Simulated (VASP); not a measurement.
Li3Si2N: single point with PBE

Crystal: Li3Si2N.

```
CELL_PARAMETERS angstrom
2.70291 0.00000 0.00000
-1.35145 2.34078 0.00000
0.00000 0.00000 11.80604
ATOMIC_POSITIONS crystal
Li 0.66667 0.33333 0.89527
Li 0.33333 0.66667 0.10473
Li 0.00000 0.00000 0.50000
Si 0.66667 0.33333 0.31595
Si 0.33333 0.66667 0.68405
N 0.00000 0.00000 0.00000
```

The cell was generated, and may not be a known phase.

- Program: VASP 6.6.1
- Task: single point
- Functional: PBE
- Potentials or basis: VASP PAW PBE potentials, release 64 (Li_sv, Si, N)
- Cutoff: 520 eV
- k mesh: 6 × 6 × 2
- Occupations: gaussian, width 0.1 eV
- Spin: collinear spin, ferromagnetic start
- Starting moments: [0.0, 0.0, 0.0, 0.0, 0.0, 1.0] μB
- Dipole correction: no
- Further INCAR settings: ALGO = Normal; EDIFF = 1e-07; NBANDS = 24

```
Largest force                                         : 0.012 eV/Å
Net moment                                            : 0.14 μB per cell
Site moments                                          : Li +0.00, -0.00 (each value once); Si +0.00; N +0.10 μB
Valence electrons inside the program's atomic spheres : Li 2.11, 2.12 (each value once); Si 1.57; N 3.51
```

Forces in eV/Å, atoms in the order of the input:
```
Li   0.000  0.000 -0.012
Li   0.000  0.000  0.012
Li   0.000  0.000  0.000
Si   0.000  0.000 -0.005
Si   0.000  0.000  0.005
N    0.000  0.000  0.000
```

Levels at points of the mesh, in eV from the Fermi level:
Spin up:
```
           k point  band 7  band 8  band 9  band 10  band 11  band 12  band 13  band 14  band 15  band 16
(0.00, 0.00, 0.00)   -4.60   -4.16   -2.07     1.39     1.39     1.63     4.37     7.68    10.98    10.98
(0.50, 0.00, 0.00)   -4.80   -4.70   -4.05    -1.57    -0.04     0.13     1.11     3.27     3.47     6.09
(0.00, 0.00, 0.50)   -4.74   -3.89   -2.31     1.39     1.39     2.20     3.55     8.65    10.55    10.98
(0.50, 0.00, 0.50)   -4.77   -4.71   -4.05    -1.55    -0.19     0.13     1.42     2.86     3.60     5.68
```
Spin down:
```csv
k point,band 7,band 8,band 9,band 10,band 11,band 12,band 13,band 14,band 15,band 16
"(0.00, 0.00, 0.00)",-4.60,-4.15,-2.01,1.62,1.67,1.67,4.38,7.68,10.98,10.98
"(0.50, 0.00, 0.00)",-4.80,-4.70,-3.87,-1.49,-0.04,0.39,1.11,3.28,3.47,6.09
"(0.00, 0.00, 0.50)",-4.74,-3.89,-2.25,1.67,1.67,2.21,3.55,8.65,10.58,10.98
"(0.50, 0.00, 0.50)",-4.77,-4.71,-3.87,-1.47,-0.19,0.39,1.43,2.87,3.60,5.68
```

Wall time 34 s on 1 thread of Oxide Virtual Turin-like Processor, with other jobs on the host, peak memory 0.19 GiB.

Caveat: the k points lie up to 0.45 Å⁻¹ apart.
